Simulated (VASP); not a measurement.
Input of a VASP 6.6.1 run:

File INCAR:

```
SYSTEM = MgO
PREC = Accurate ; ENCUT = 840
EDIFF = 1E-6 ; ISMEAR = -1
SIGMA = 0.1 ; LREAL = .False.
LASPH = .True. ; NELM = 120
ALGO = Normal ; ISIF = 2
LWAVE = .False. ; LCHARG = .True.
GGA = PE ; LELF = .True.
LVHAR = .True. ; NBANDS = 15
GGA_COMPAT = .False.
```

Contents of KPOINTS:

```
Automatic mesh
0
Gamma
  7 7 7
  0 0 0
```

File POSCAR:

```
MgO
1.0
    0.0000000000      2.1957500000      2.1957500000
    2.1957500000      0.0000000000      2.1957500000
    2.1957500000      2.1957500000      0.0000000000
Mg O
1 1
Direct
    0.0000000000      0.0000000000      0.0000000000
    0.5000000000      0.5000000000      0.5000000000
```

Potentials or basis: VASP PAW PBE potentials, release 64 (Mg_sv, O).

Command:

```bash
$ cat potpaw_PBE.64/Mg_sv/POTCAR potpaw_PBE.64/O/POTCAR > POTCAR
$ mpirun -np 1 vasp_std > vasp.out
```

Estimate the band gap on the k mesh.

3.62 eV.

Predict the pressure.

-11.8 GPa.

Caveat: the cell stands under tension. A hybrid or GW would open this gap; PBE tends to underestimate it.
